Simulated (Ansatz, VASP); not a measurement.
Bi: VASP beside Ansatz

File INCAR:

```
SYSTEM = Bi
PREC = Accurate
ENCUT = 520
EDIFF = 1E-6
ISMEAR = -1
SIGMA = 0.1
LREAL = .FALSE.
LASPH = .TRUE.
NELM = 80
ALGO = Normal
ISIF = 2
LWAVE = .FALSE.
LCHARG = .TRUE.
GGA = RE
LELF = .TRUE.
LVHAR = .TRUE.
NBANDS = 22
```

Contents of KPOINTS:

```
Automatic mesh
0
G
  12 12 6
  0 0 0
```

Contents of POSCAR:

```
Bi
1.0
    3.7017332845      0.0000000000      0.0000000000
   -1.8508666423      3.2057950624      0.0000000000
    0.0000000000      0.0000000000      6.0908000608
Bi
2
Direct
    0.3333333333      0.6666666667      0.2500000000
    0.6666666667      0.3333333333      0.7500000000
```

Input for Ansatz:

```yaml
crystal:
  lattice:
    - [3.7017332845, 0.0, 0.0]
    - [-1.8508666423, 3.2057950624, 0.0]
    - [0.0, 0.0, 6.0908000608]
  atoms:
    - { symbol: Bi, position: [0.3333333333, 0.6666666667, 0.25] }
    - { symbol: Bi, position: [0.6666666667, 0.3333333333, 0.75] }
hamiltonian:
  xc: revpbe
  pseudopotentials:
    kind: paw
    azcp:
      Bi: "pseudopotentials/Bi.paw.azcp"
basis:
  ecutwfc: 420
  fft_grid_basis: typed
kpoints:
  mp_grid: { grid: [12, 12, 6], shift: [0, 0, 0] }
magnetization:
  spin_polarized: false
scf:
  occupations: { method: fermi_dirac, width: 0.1 }
  lower_state_search: "off"
output:
  stress: true
```

Alike in both runs: task single point; functional revPBE; k mesh 12 × 12 × 6; occupations fermi-dirac, width 0.1 eV; no spin polarisation.

|  | VASP | Ansatz |
| --- | --- | --- |
| version | VASP 6.6.1 | Ansatz 0.2.0 |
| potentials or method | VASP PAW PBE potentials, release 64 (Bi_d), cutoff 520 eV | plane waves (420 eV) with PAW, scalar-relativistic |
| valence electrons in the cell | 30 | 30 |

```csv
,VASP,Ansatz,Ansatz less VASP
pressure (GPa),-4.4,-4.4,+0.06
"traceless stress, the component that is largest in VASP (GPa)",0.55,0.55,+0.002
```

VASP's potentials were made for PBE, not for revPBE. The functional is the same, so the differences come from potentials, cutoffs and numerics.

Spin-orbit coupling is off throughout.
